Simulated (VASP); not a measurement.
Write the native input for VASP 6.6.1 that does the following.

* Task: single point
* Functional: PBE
* Potentials or basis: VASP PAW PBE potentials, release 64 (As, O)
* Cutoff: 520 eV
* k mesh: 6 × 6 × 6
* Occupations: gaussian, width 0.1 eV
* Spin: no spin polarisation
* Dipole correction: no
* Further INCAR settings: ALGO = Normal; EDIFF = 1e-07; NBANDS = 12

The structure of AsO lies in POSCAR:

```
AsO
1.0
    3.3808453200      0.0000000000      0.0000000000
    0.0000000000      3.3808453200      0.0000000000
    0.0000000000      0.0000000000      3.3808453200
As O
1 1
Direct
    0.0000000000      0.0000000000      0.0000000000
    0.5000000000      0.5000000000      0.5000000000
```

The cell was generated, and may not be a known phase.

The input as run:

INCAR

```
SYSTEM = AsO
PREC     = Accurate       ! precision mode
ENCUT    = 520            ! plane-wave cutoff, eV
EDIFF    = 1E-7           ! SCF threshold, eV
ISMEAR   = 0              ! smearing method
SIGMA    = 0.1            ! smearing width, eV
LREAL    = .FALSE.        ! projectors in reciprocal space
LASPH    = .TRUE.         ! aspherical terms in the spheres
NELM     = 60             ! most SCF steps
ALGO     = Normal         ! electronic algorithm
ISIF     = 2              ! what is computed and relaxed
LWAVE    = .FALSE.        ! write WAVECAR
LCHARG   = .FALSE.        ! write CHGCAR
GGA      = PE             ! functional
NBANDS   = 12             ! bands
```

KPOINTS

```
Automatic mesh
0
G
  6 6 6
  0 0 0
```

Potentials or basis: VASP PAW PBE potentials, release 64 (As, O).

Command:

```console
$ cat potpaw_PBE.64/As/POTCAR potpaw_PBE.64/O/POTCAR > POTCAR
$ mpirun -np 1 vasp_std > vasp.out
```

It gave:

```yaml
Pressure: -22.3 GPa
Band_gap_on_the_k_mesh: zero (an odd number of electrons rules out a gap without spin polarisation)
```

Caveat: the cell stands under tension; an odd number of electrons without spin polarisation forces a metal; a magnetic or distorted state may lie lower.

Run time: 19 s on 1 thread of Intel Xeon 8259CL, with other jobs on the host, peak memory 0.15 GiB.
